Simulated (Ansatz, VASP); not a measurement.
# Two plane-wave programs on MgRe3

```
Mg Re
1.0
     0.00000    3.11453    3.11453
     3.11453    0.00000    3.11453
     3.11453    3.11453    0.00000
Mg Re
1 3
Direct
  0.00000 0.00000 0.00000
  0.25000 0.25000 0.25000
  0.50000 0.50000 0.50000
  0.75000 0.75000 0.75000
```

Alike in both runs: task relaxation of cell and atoms; functional PBEsol; k mesh 6 × 6 × 6; occupations fermi-dirac, width 0.05 eV; no spin polarisation.

```csv
,VASP,Ansatz
version,VASP 6.6.1,Ansatz 0.2.0
potentials or method,"VASP PAW PBE potentials, release 64 (Mg, Re), cutoff 600 eV","plane waves, PAW"
valence electrons in the cell,23,55
```

|  | VASP | Ansatz | Ansatz less VASP |
| --- | --- | --- | --- |
| relaxed volume (Å³/atom) | 14.65 | 14.65 | +0.001 |
| relaxed length of the cell vector where the two differ most in proportion (Å) | 4.360 | 4.360 | +0.0001 |

VASP's potentials were made for PBE, not for PBEsol. VASP's potentials hold 23 valence electrons a cell and Ansatz's 55, so a difference there can come from the potentials and not from the codes.

Spin-orbit coupling is off throughout.
